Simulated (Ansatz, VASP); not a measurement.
**Ti: VASP beside Ansatz**

INCAR

```
PREC = Accurate ; ENCUT = 500
EDIFF = 1E-6 ; ISMEAR = -1
SIGMA = 0.04 ; LREAL = False
LASPH = True ; NELM = 120
ALGO = Normal ; ISIF = 2
LWAVE = False ; LCHARG = False
GGA = PE ; NBANDS = 12
GGA_COMPAT = False
```

File KPOINTS:

```
Automatic mesh
0
Gamma
  4 4 4
```

File POSCAR:

```
Ti
1.0
   -1.6410000000      1.6410000000      1.6410000000
    1.6410000000     -1.6410000000      1.6410000000
    1.6410000000      1.6410000000     -1.6410000000
Ti
1
Direct
    0.0000000000      0.0000000000      0.0000000000
```

File input.yaml:

```yaml
crystal:
  lattice:
    - [-1.641, 1.641, 1.641]
    - [1.641, -1.641, 1.641]
    - [1.641, 1.641, -1.641]
  atoms:
    - { symbol: Ti, position: [0.0, 0.0, 0.0] }
kpoints:
  mp_grid: { grid: [4, 4, 4] }
scf:
  occupations: { method: fermi_dirac, width: 0.04 }
hamiltonian:
  xc: pbe
  pseudopotentials: { kind: all_electron, lapw: { basis_error: 0.003 } }
output:
  forces: true
  stress: true
  eigenvalues: true
```

Alike in both runs: task single point; functional PBE; k mesh 4 × 4 × 4; occupations fermi-dirac, width 0.04 eV; no spin polarisation.

|  | VASP | Ansatz |
| --- | --- | --- |
| version | VASP 6.6.1 | Ansatz 0.2.0 |
| potentials or method | VASP PAW PBE potentials, release 64 (Ti_sv), cutoff 500 eV | all-electron LAPW, scalar-relativistic |

|  | VASP | Ansatz | Ansatz less VASP |
| --- | --- | --- | --- |
| gap on the k mesh at the Fermi level (eV) | none | none | - |
| pressure (GPa) | -1.8 | -1.6 | +0.23 |

A gap of «none» marks a metal or a gap that the smearing closes. Ansatz ran all-electron here, and VASP with PAW potentials.

The k mesh is coarse, so the values compare programs but aren't converged. Noted on Ansatz's run: the k mesh is thin for a metal, which can move the energy by tens of meV per atom.
